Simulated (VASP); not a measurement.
A run of VASP 6.6.1:

The input INCAR:

```
PREC = Accurate ; ENCUT = 520
EDIFF = 1E-6 ; ISMEAR = 0
SIGMA = 0.1 ; LREAL = F
LASPH = T ; NELM = 150
ALGO = Normal ; ISIF = 2
LWAVE = F ; LCHARG = F
ISPIN = 2 ; MAGMOM = 0 0 0 0 0 0 1 1
LORBIT = 11 ; GGA = PE
NBANDS = 43
```

KPOINTS

```
regular mesh
0
Gamma
  6 6 2
```

The input POSCAR:

```
Al3Ga3N2
1.0
    2.9123718054      0.0000000000      0.0000000000
   -1.4561859027      2.5221879687      0.0000000000
    0.0000000000      0.0000000000     14.4681463498
Al Ga N
3 3 2
Direct
    0.3333333333      0.6666666667      0.8350793609
    0.6666666667      0.3333333333      0.1649206391
    0.0000000000      0.0000000000      0.0000000000
    0.3333333333      0.6666666667      0.3253356353
    0.0000000000      0.0000000000      0.5000000000
    0.6666666667      0.3333333333      0.6746643647
    0.6666666667      0.3333333333      0.9193356727
    0.3333333333      0.6666666667      0.0806643273
```

Potentials or basis: VASP PAW PBE potentials, release 64 (Al, Ga_d, N).

Command:

```sh
$ cat potpaw_PBE.64/Al/POTCAR potpaw_PBE.64/Ga_d/POTCAR potpaw_PBE.64/N/POTCAR > POTCAR
$ mpirun -np 1 vasp_std > vasp.out
```

Hardware: 1 thread of Intel Xeon 8259CL (shared host).

Task: How long does it take, and how much memory?

Result: It took 4.9 min on 1 thread of Intel Xeon 8259CL, with other jobs on the host, peak memory 0.33 GiB. Counts: scf iterations 22, k points 14.
